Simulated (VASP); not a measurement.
Input of a VASP 6.6.1 run:

File POSCAR:

```
TaSi2
1.0
    4.7839000000      0.0000000000      0.0000000000
   -2.3919500000      4.1429789292      0.0000000000
    0.0000000000      0.0000000000      6.5700000000
Ta Si
3 6
Direct
    0.5000000000      0.0000000000      0.0000000000
    0.5000000000      0.5000000000      0.6666666667
    0.0000000000      0.5000000000      0.3333333333
    0.1589700000      0.3179400000      0.0000000000
    0.8410300000      0.1589700000      0.6666666667
    0.6820600000      0.8410300000      0.3333333333
    0.8410300000      0.6820600000      0.0000000000
    0.1589700000      0.8410300000      0.6666666667
    0.3179400000      0.1589700000      0.3333333333
```

Contents of INCAR.step1:

```
PREC = Accurate
ENCUT = 520
ISMEAR = 0
SIGMA = 0.05
LREAL = False
LASPH = True
NELM = 80
NBANDS = 38
GGA = PE
ALGO = Normal
EDIFF = 1E-4
LWAVE = True
LCHARG = False
```

Contents of INCAR.step2:

```
PREC = Accurate
ENCUT = 520
EDIFF = 1E-7
ISMEAR = 0
SIGMA = 0.05
LREAL = False
LASPH = True
NELM = 80
ALGO = Normal
ISIF = 2
LWAVE = False
LCHARG = True
METAGGA = R2SCAN
LMIXTAU = True
LELF = True
LVHAR = True
NBANDS = 38
ISTART = 1
```

The input KPOINTS:

```
regular mesh
0
Gamma
  9 9 6
```

Potentials or basis: VASP PAW PBE potentials, release 64 (Ta_pv, Si).

The run is started by

```console
$ cat potpaw_PBE.64/Ta_pv/POTCAR potpaw_PBE.64/Si/POTCAR > POTCAR
$ cp INCAR.step1 INCAR
$ mpirun -np 1 vasp_std > vasp.out
$ cp INCAR.step2 INCAR
$ mpirun -np 1 vasp_std > vasp.out
```

Question: What does it give for the band gap on the k mesh?

Answer: Zero (an odd number of electrons rules out a gap without spin polarisation).

Question: Estimate the pressure.

Answer: -0.6 GPa.

Question: Predict the largest force.

Answer: 0.083 eV/Å.

Forces in eV/Å, atoms in the order of the input:
```
Ta   0.000  0.000  0.000
Ta   0.000  0.000  0.000
Ta   0.000  0.000  0.000
Si   0.000 -0.083  0.000
Si   0.072 -0.042  0.000
Si   0.072  0.042  0.000
Si   0.000  0.083  0.000
Si  -0.072  0.042  0.000
Si  -0.072 -0.042  0.000
```

Caveat: the PAW data sets were made with another functional, which shifts forces and pressure a little; spin-orbit coupling is left out, which moves the levels of the heavy elements; an odd number of electrons without spin polarisation forces a metal; a magnetic or distorted state may lie lower.
